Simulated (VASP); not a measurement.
# Ge (Cmmm) in VASP: settings compared

The runs below take Ge through single point, with PBE0, PBEsol-based global hybrid with 25 % exact exchange.

Everything below comes from runs of VASP 6.6.1. Logs are shortened: lines on timing, memory, paths and dates and some standing lists are left out, and cuts for length are marked.

**1. The cell of the first run**

Symmetry: Cmmm, No. 65, orthorhombic system. Conventional cell: a = 2.794 Å, b = 5.201 Å, c = 2.698 Å, α = 90.00°, β = 90.00°, γ = 90.00°. Ge (site symmetry mmm) has 8 Ge at 2.70 to 2.95 Å within 3.6 Å.

**2. Single point, PBE0**

The input, POSCAR:

```
Ge
1.0
    1.3971490000     -2.6005160000      0.0000000000
    1.3971490000      2.6005160000      0.0000000000
    0.0000000000      0.0000000000      2.6982310000
Ge
1
Direct
    0.5000000000      0.5000000000      0.0000000000
```

The input, INCAR.step1:

```
PREC = Accurate
ENCUT = 520
EDIFF = 1E-5
ISMEAR = -1
SIGMA = 0.05
LREAL = False
LASPH = True
NELM = 60
ALGO = Normal
ISIF = 2
LWAVE = True
LCHARG = False
GGA = PE
NBANDS = 13
```

The input, INCAR.step2:

```
PREC = Accurate
ENCUT = 520
EDIFF = 1E-7
ISMEAR = -1
SIGMA = 0.05
LREAL = False
LASPH = True
NELM = 60
ALGO = Normal
ISIF = 2
LWAVE = False
LCHARG = False
GGA = PE
LHFCALC = True
AEXX = 0.25
PRECFOCK = Normal
ISTART = 1
NBANDS = 13
```

The input, KPOINTS:

```
Automatic mesh
0
Gamma
  6 6 5
```

Potentials or basis: VASP PAW PBE potentials, release 64 (Ge_d).

The run is started by

```bash
cat potpaw_PBE.64/Ge_d/POTCAR > POTCAR
cp INCAR.step1 INCAR
mpirun -np 1 vasp_std > vasp.out
cp INCAR.step2 INCAR
mpirun -np 1 vasp_std > vasp.out
```

OUTCAR:

```text
PREC = Accurate
   ENCUT = 520
   EDIFF = 1E-7
   ISMEAR = -1
   LREAL = False
   LASPH = True
   NELM = 60
   ISIF = 2
   GGA = PE
   LHFCALC = True
   AEXX = 0.25
   PRECFOCK = Normal
   ISTART = 1

 ion  position               nearest neighbor table
   1  0.500  0.500  0.000-

  LATTYP: Found a base centered orthorhombic cell.
 ALAT       =     2.7942980000
 B/A-ratio  =     1.8613018368
 C/A-ratio  =     0.9656203454

  Lattice vectors:

 A1 = (   1.3971490000,  -2.6005160000,   0.0000000000)
 A2 = (   1.3971490000,   2.6005160000,   0.0000000000)
 A3 = (   0.0000000000,   0.0000000000,   2.6982310000)

Analysis of symmetry for initial positions (statically):
=====================================================================
 Subroutine PRICEL returns:
 Original cell was already a primitive cell.

 Routine SETGRP: Setting up the symmetry group for a
 base centered orthorhombic supercell.

 Subroutine GETGRP returns: Found  8 space group operations
 (whereof  8 operations were pure point group operations)
 out of a pool of  8 trial point group operations.

The static configuration has the point symmetry D_2h.

Analysis of symmetry for dynamics (positions and initial velocities):
=====================================================================
 Subroutine PRICEL returns:
 Original cell was already a primitive cell.

 Routine SETGRP: Setting up the symmetry group for a
 base centered orthorhombic supercell.

 Subroutine GETGRP returns: Found  8 space group operations
 (whereof  8 operations were pure point group operations)
 out of a pool of  8 trial point group operations.

The dynamic configuration has the point symmetry D_2h.

 Subroutine INISYM returns: Found  8 space group operations
 (whereof  8 operations are pure point group operations),
 and found     1 'primitive' translations

----------------------------------------------------------------------------------------

                                     Primitive cell

  volume of cell :      19.6070

  direct lattice vectors                    reciprocal lattice vectors
     1.397149000 -2.600516000  0.000000000     0.357871637 -0.192269534  0.000000000
     1.397149000  2.600516000  0.000000000     0.357871637  0.192269534  0.000000000
     0.000000000  0.000000000  2.698231000     0.000000000  0.000000000  0.370613191

  length of vectors
     2.952068562  2.952068562  2.698231000     0.406250763  0.406250763  0.370613191

  position of ions in fractional coordinates (direct lattice)
     0.500000000  0.500000000  0.000000000

  ion indices of the primitive-cell ions
   primitive index   ion index
                 1           1

----------------------------------------------------------------------------------------

 KPOINTS: Automatic mesh

Automatic generation of k-mesh.
 Grid dimensions read from file:
 generate k-points for:    6    6    5

 Generating k-lattice:

  Cartesian coordinates                     Fractional coordinates (reciprocal lattice)
     0.059645273 -0.032044922  0.000000000     0.166666667  0.000000000  0.000000000
     0.059645273  0.032044922  0.000000000     0.000000000  0.166666667  0.000000000
     0.000000000  0.000000000  0.074122638     0.000000000  0.000000000  0.200000000

  Length of vectors
     0.067708461  0.067708461  0.074122638

  Shift w.r.t. Gamma in fractional coordinates (k-lattice)
     0.000000000  0.000000000  0.000000000

 Subroutine IBZKPT returns following result:
 ===========================================

 Found     39 irreducible k-points:

 Following reciprocal coordinates:
            Coordinates               Weight
  0.000000  0.000000  0.000000      1.000000
  0.166667  0.000000  0.000000      4.000000
  0.333333  0.000000  0.000000      4.000000
  0.500000 -0.000000  0.000000      2.000000
  0.166667  0.166667  0.000000      2.000000
  0.333333  0.166667  0.000000      4.000000
[... 16 lines left out ...]
  0.333333  0.333333  0.200000      4.000000
  0.500000  0.333333  0.200000      8.000000
 [... further k-points ...]
   k-points           NKPTS =     39   k-points in BZ     NKDIM =    180   number of bands    NBANDS=     13
   number of dos      NEDOS =    301   number of ions     NIONS =      1
   total plane-waves  NPLWV =  11520
   dimension x,y,z NGX =    24 NGY =   24 NGZ =   20
   dimension x,y,z NGXF=    48 NGYF=   48 NGZF=   40
   ions per type =               1
   NGX,Y,Z   is equivalent  to a cutoff of  13.52, 13.52, 12.32 a.u.
   NGXF,Y,Z  is equivalent  to a cutoff of  27.03, 27.03, 24.65 a.u.
 SYSTEM =  unknown system
   PREC   = accura    normal or accurate (medium, high low for compatibility)
   ISTART =      1    job   : 0-new  1-cont  2-samecut
   ICHARG =      0    charge: 1-file 2-atom 10-const
   ISPIN  =      1    spin polarized calculation?
   LNONCOLLINEAR =      F non collinear calculations
   LSORBIT =      F    spin-orbit coupling
   LASPH  =      T    aspherical Exc in radial PAW
   ENCUT  =  520.0 eV  38.22 Ry    6.18 a.u.   5.49  5.49  5.02*2*pi/ulx,y,z
   NELM   =     60;   NELMIN=  2; NELMDL=  0     # of ELM steps
   EDIFF  = 0.1E-06   stopping-criterion for ELM
   LREAL  =      F    real-space projection
   EDIFFG = 0.1E-05   stopping-criterion for IOM
   NSW    =      0    number of steps for IOM
   IBRION =     -1    ionic relax: 0-MD 1-quasi-New 2-CG
   NFREE  =      0    steps in history (QN), initial steepest desc. (CG)
   ISIF   =      2    stress and relaxation
   ISYM   =      3    0-nonsym 1-usesym 2-fastsym
   POTIM  = 0.5000    time-step for ionic-motion
   TEBEG  =    0.0;   TEEND  =   0.0 temperature during run
   PSTRESS=    0.0 pullay stress
   NELECT =      14.0000    total number of electrons
   NUPDOWN=      -1.0000    fix difference up-down
   EMIN   =  10.00;   EMAX   =-10.00  energy-range for DOS
   EFERMI =   0.00;   METHOD = LEGACY
   ISMEAR =    -1;   SIGMA  =   0.05  broadening in eV -4-tet -1-fermi 0-gaus
   EFERMI_NEDOS =   21; number of points for ismear=-14 and -15
   IALGO  =     38    algorithm
   IMIX   =      1    mixing-type and parameters
     AMIX     =   0.40;   BMIX     =  1.00
     AMIX_MAG =   1.60;   BMIX_MAG =  1.00
  volume/ion in A,a.u.               =      19.61       132.31
  Fermi-wavevector in a.u.,A,eV,Ry     =   1.463234  2.765111 29.130796  2.141053
  Thomas-Fermi vector in A             =   2.579353
   LORBIT       =      0    0 simple, 1 ext, 2 COOP (PROOUT), +10 PAW based schemes
   GGA     = PE    functional components
   LHFCALC =     T    Hartree Fock is set to
   PRECFOCK=normal    Normal, Fast or Accurate (Low or Medium for compatibility)
   ENCUT4O =  -1.0   cutoff for four orbital integrals eV
   NKREDX  =     1    reduce k-point grid by
   NKREDY  =     1    reduce k-point grid by
   NKREDZ  =     1    reduce k-point grid by
   AEXX    =    0.2500 exact exchange contribution
   HFSCREEN=    0.0000 screening length (either q_TF or 0.3 A-1)
   HFSCREENC=   0.0000 screening length for correlation (either q_TF or 0.3 A-1)
   ENCUTFOCK=  -1.0 apply spherical cutoff to Coloumb kernel
   IVDW    =     0    specifies the selected vdW correction
   LEPSILON=     F    determine dielectric tensor
   LRPA    =     F    only Hartree local field effects (RPA)
 non-spin polarized calculation
  energy-cutoff  :      520.00
  volume of cell :       19.61
 maximum number of plane-waves:       542
 NGX is ok and might be reduce to    24
  NGX = 18; NGY = 18; NGZ = 16

 number of electron      14.0000003 magnetization

 Free energy of the ion-electron system (eV)
  ---------------------------------------------------
  ext. energy  EPLUGINS =         0.00000000
  ---------------------------------------------------
  free energy    TOTEN  =        -5.46379874 eV

  energy without entropy =       -5.46206966  energy(sigma->0) =       -5.46293420

 E-fermi :   6.0304     XC(G=0):  -8.6971

 val. band max:        5.9320193241   @ k =   0.5000   0.1667   0.4000
 cond. band min:       6.6501344169   @ k =   0.5000   0.1667   0.0000
 fundamental gap:      0.7181150928
 Fermi energy:         6.0303830474

 k-point     1 :       0.0000    0.0000    0.0000
  band No.  band energies     occupation
      1     -22.3497      2.00000
      2     -22.3138      2.00000
      3     -22.2631      2.00000
      4     -22.1477      2.00000
      5     -22.1175      2.00000
      6      -8.7232      2.00000
      7      14.0676      0.00000
      8      14.6585      0.00000
      9      16.2481      0.00000
     10      17.4340      0.00000
     11      19.8918      0.00000
     12      22.4287      0.00000
     13      22.4449      0.00000

 k-point     2 :       0.1667    0.0000    0.0000
  band No.  band energies     occupation
      1     -22.3368      2.00000
      2     -22.2880      2.00000
      3     -22.2606      2.00000
      4     -22.1519      2.00000
      5     -22.1297      2.00000
      6      -7.9733      2.00000
      7      11.0845      0.00000
      8      13.2213      0.00000
      9      14.7511      0.00000
     10      17.5018      0.00000
     11      19.0120      0.00000
     12      22.9015      0.00000
     13      26.0299      0.00000

 k-point     3 :       0.3333    0.0000    0.0000
  band No.  band energies     occupation
      1     -22.3354      2.00000
      2     -22.2677      2.00000
      3     -22.2009      2.00000
      4     -22.1668      2.00000
      5     -22.1478      2.00000
      6      -5.7378      2.00000
      7       4.0817      2.00000
      8      11.3085      0.00000
      9      15.3423      0.00000
     10      16.6200      0.00000
     11      20.8497      0.00000
     12      27.1878      0.00000
     13      27.4466      0.00000
[... 305 lines left out ...]
 k-point    23 :       0.3333    0.3333    0.2000
  band No.  band energies     occupation
      1     -22.2457      2.00000
      2     -22.2350      2.00000
      3     -22.2025      2.00000
      4     -22.1992      2.00000
      5     -22.1869      2.00000
      6      -1.2510      2.00000
      7       2.9991      2.00000
      8       3.0381      2.00000
      9      13.3432      0.00000
     10      18.5027      0.00000
     11      18.7384      0.00000
     12      26.7238      0.00000
     13      27.9072      0.00000

 k-point    24 :       0.5000    0.3333    0.2000
  band No.  band energies     occupation
      1     -22.2966      2.00000
      2     -22.2222      2.00000
      3     -22.2126      2.00000
      4     -22.1950      2.00000
      5     -22.1612      2.00000
      6      -3.3493      2.00000
      7       2.2114      2.00000
      8       8.7162      0.00000
      9      11.8478      0.00000
     10      17.7245      0.00000
     11      22.2506      0.00000
     12      23.7262      0.00000
     13      28.4911      0.00000

 [... further k-points ...]

------------------------ aborting loop because EDIFF is reached ----------------------------------------

  FORCE on cell =-STRESS in cart. coord.  units (eV):
  Direction    XX          YY          ZZ          XY          YZ          ZX
  --------------------------------------------------------------------------------------
  -------------------------------------------------------------------------------------
  Total        0.4643952     -1.3708362      0.6164549      0.0000000      0.0000000      0.0000000
  in kB       37.9478245   -112.0172151     50.3733167      0.0000000      0.0000000      0.0000000
  external PRESSURE =      -7.8986913 kB  Pullay stress =       0.0000000 kB

 VOLUME and BASIS-vectors are now :
 -----------------------------------------------------------------------------
  energy-cutoff  :      520.00
  volume of cell :       19.61
      direct lattice vectors                 reciprocal lattice vectors
     1.397149000 -2.600516000  0.000000000     0.357871637 -0.192269534  0.000000000
     1.397149000  2.600516000  0.000000000     0.357871637  0.192269534  0.000000000
     0.000000000  0.000000000  2.698231000     0.000000000  0.000000000  0.370613191

 POSITION                                       TOTAL-FORCE (eV/Angst)
 -----------------------------------------------------------------------------------
      1.39715      0.00000      0.00000         0.000000     -0.000000      0.000000
 -----------------------------------------------------------------------------------
    total drift:                                0.000000     -0.000000     -0.000000

  FREE ENERGIE OF THE ION-ELECTRON SYSTEM (eV)
  ---------------------------------------------------
  free  energy   TOTEN  =        -5.4637987377 eV

  energy  without entropy=       -5.4620696630  energy(sigma->0) =       -5.46293420
```

Wall time 58 min (1 thread of Oxide Virtual Turin-like, shared host); peak memory 0.11 GiB.

What came out:

| Quantity | Value |
| --- | --- |
| Free energy | -5.4638 eV |
| Pressure | -0.8 GPa |
| Band gap on the k mesh | zero (bands 7 and 8 overlap by 11.84 eV) |

Levels at points of the mesh, in eV from the Fermi level:
```tsv
k point	band 5	band 6	band 7	band 8	band 9	band 10
(0.00, 0.00, 0.00)	-28.15	-14.75	8.04	8.63	10.22	11.40
(0.50, 0.00, 0.00)	-28.18	-9.01	-6.32	4.59	8.57	12.20
(0.50, 0.50, 0.00)	-28.16	-9.95	-6.52	6.47	10.32	11.50
```

Caveat: the k points lie up to 0.47 Å⁻¹ apart, too coarse for converged energies and pressures of a metal; the PAW data sets were made with another functional, which shifts forces and pressure a little.

**3. Single point, PBEsol-based global hybrid with 25 % exact exchange**

POSCAR is that of step 2.

The input, INCAR.step1:

```
ALGO = Normal ; EDIFF = 1E-5
ENCUT = 520 ; GGA = PE
ISIF = 2 ; ISMEAR = -1
LASPH = True ; LCHARG = False
LREAL = False ; LWAVE = True
NBANDS = 13 ; NELM = 80
PREC = Accurate ; SIGMA = 0.05
```

The input, INCAR.step2:

```
AEXX = 0.25 ; ALGO = Normal
EDIFF = 1E-7 ; ENCUT = 520
GGA = PS ; ISIF = 2
ISMEAR = -1 ; ISTART = 1
LASPH = True ; LCHARG = False
LHFCALC = True ; LREAL = False
LWAVE = False ; NBANDS = 13
NELM = 80 ; PREC = Accurate
PRECFOCK = Normal ; SIGMA = 0.05
```

The input, KPOINTS:

```
k-points
0
Gamma
  6 6 5
```

Potentials or basis: VASP PAW PBE potentials, release 64 (Ge_d).

The run is started by

```bash
cat potpaw_PBE.64/Ge_d/POTCAR > POTCAR
cp INCAR.step1 INCAR
mpirun -np 1 vasp_std > vasp.out
cp INCAR.step2 INCAR
mpirun -np 1 vasp_std > vasp.out
```

Run time: 53 min. Hardware: 1 thread of Oxide Virtual Turin-like, shared host; peak memory 0.11 GiB.

Results (log left out):

```
Free energy            : -5.7722 eV
Pressure               : -3.0 GPa
Band gap on the k mesh : zero (bands 7 and 8 overlap by 11.83 eV)
```

Stress tensor (GPa, compression positive):
```
  1.49   0.00   0.00
  0.00 -13.27   0.00
  0.00   0.00   2.76
```

Levels at points of the mesh, in eV from the Fermi level:
```tsv
k point	band 4	band 5	band 6	band 7	band 8	band 9	band 10	band 11
(0.00, 0.00, 0.00)	-28.11	-28.08	-14.75	8.03	8.62	10.20	11.45	13.88
(0.50, 0.00, 0.00)	-28.12	-28.11	-9.01	-6.31	4.59	8.60	12.18	17.90
(0.50, 0.50, 0.00)	-28.14	-28.08	-9.95	-6.51	6.47	10.35	11.49	17.35
```

Caveat: the k points lie up to 0.47 Å⁻¹ apart, too coarse for converged energies and pressures of a metal; the PAW data sets were made with another functional, which shifts forces and pressure a little.

The gap in the log of VASP goes by the Fermi energy; the results here count the filled bands.